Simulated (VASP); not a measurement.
A run of VASP 6.6.1 is set up as follows.

INCAR

```
PREC = Accurate ; ENCUT = 520
EDIFF = 1E-6 ; ISMEAR = -1
SIGMA = 0.02 ; LREAL = F
LASPH = T ; NELM = 100
ALGO = Normal ; ISIF = 2
LWAVE = F ; LCHARG = F
GGA = PS ; NBANDS = 35
```

The input KPOINTS:

```
regular mesh
0
Gamma
  12 12 4
```

The input POSCAR:

```
SnO2
1.0
    3.2305756200      0.0000000000      0.0000000000
   -1.6152878100      2.7977605500      0.0000000000
    0.0000000000      0.0000000000     10.7905620000
Sn O
2 4
Direct
    0.0000000000      0.0000000000      0.5000000000
    0.0000000000      0.0000000000      0.0000000000
    0.6666666700      0.3333333300      0.4058620000
    0.6666666700      0.3333333300      0.0941380000
    0.3333333300      0.6666666700      0.5941380000
    0.3333333300      0.6666666700      0.9058620000
```

Potentials or basis: VASP PAW PBE potentials, release 64 (Sn_d, O).

Command:

```bash
$ cat potpaw_PBE.64/Sn_d/POTCAR potpaw_PBE.64/O/POTCAR > POTCAR
$ mpirun -np 1 vasp_std > vasp.out
```

(1) Estimate the largest force.

(2) Estimate the pressure.

(3) Estimate the band gap on the k mesh.

Results:

(1) 0.335 eV/Å.

(2) -3.8 GPa.

(3) 2.05 eV (least direct gap 2.45 eV).

Caveat: the cell stands under tension; the PAW data sets were made with another functional, which shifts forces and pressure a little; spin-orbit coupling is left out, which moves the levels of the heavy elements.
